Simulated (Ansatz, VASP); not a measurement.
One calculation of BiPt, two programs

File INCAR:

```
PREC     = Accurate       # precision mode
ENCUT    = 520            # plane-wave cutoff, eV
EDIFF    = 1E-6           # SCF threshold, eV
ISMEAR   = -1             # smearing method
SIGMA    = 0.05           # smearing width, eV
LREAL    = False          # projectors in reciprocal space
LASPH    = True           # aspherical terms in the spheres
NELM     = 80             # most SCF steps
ALGO     = Normal         # electronic algorithm
ISIF     = 2              # what is computed and relaxed
LWAVE    = False          # write WAVECAR
LCHARG   = False          # write CHGCAR
NBANDS   = 33             # bands
```

File KPOINTS:

```
Automatic mesh
0
Gamma
  9 9 6
```

Contents of POSCAR:

```
BiPt
1.0
    4.3581501674      0.0000000000      0.0000000000
   -2.1790750837      3.7742687584      0.0000000000
    0.0000000000      0.0000000000      5.4900000000
Bi Pt
2 2
Direct
    0.3333333333      0.6666666667      0.2500000000
    0.6666666667      0.3333333333      0.7500000000
    0.0000000000      0.0000000000      0.0000000000
    0.0000000000      0.0000000000      0.5000000000
```

Input for Ansatz:

```yaml
crystal:
  lattice:
    - [4.3581501674, 0.0, 0.0]
    - [-2.1790750837, 3.7742687584, 0.0]
    - [0.0, 0.0, 5.49]
  atoms:
    - { symbol: Bi, position: [0.3333333333, 0.6666666667, 0.25] }
    - { symbol: Bi, position: [0.6666666667, 0.3333333333, 0.75] }
    - { symbol: Pt, position: [0.0, 0.0, 0.0] }
    - { symbol: Pt, position: [0.0, 0.0, 0.5] }
kpoints:
  mp_grid: { grid: [9, 9, 6] }
  band_path:
    path:
      - [0.0, 0.0, 0.0]
      - [0.5, 0.0, 0.0]
      - [0.3333333333, 0.3333333333, 0.0]
      - [0.0, 0.0, 0.0]
      - [0.0, 0.0, 0.5]
      - [0.5, 0.0, 0.5]
      - [0.3333333333, 0.3333333333, 0.5]
      - [0.0, 0.0, 0.5]
      - [0.5, 0.0, 0.5]
    npoints: 5
scf:
  occupations: { method: fermi_dirac, width: 0.05 }
hamiltonian:
  xc: lda
  pseudopotentials: { kind: all_electron, lapw: { basis_error: 0.0005 } }
output:
  forces: true
  stress: true
  eigenvalues: true
```

Change from the starting cell: equal xx and yy strain of +1 %.

Alike in both runs: task single point; functional LDA; k mesh 9 × 9 × 6; occupations fermi-dirac, width 0.05 eV; no spin polarisation.

```csv
,VASP,Ansatz
version,VASP 6.6.1,Ansatz 0.2.0
potentials or method,"VASP PAW LDA potentials, release 64 (Bi_d, Pt), cutoff 520 eV","all-electron LAPW, scalar-relativistic"
```

|  | VASP | Ansatz | Ansatz less VASP |
| --- | --- | --- | --- |
| pressure (GPa) | -2.3 | -2.6 | -0.29 |
| traceless stress, the component that is largest in VASP (GPa) | -0.19 | -0.30 | -0.115 |

LDA's correlation is that of Perdew and Zunger in VASP and of Perdew and Wang (1992) in Ansatz. Ansatz ran all-electron here, and VASP with PAW potentials.

Neither program's run includes spin-orbit coupling.
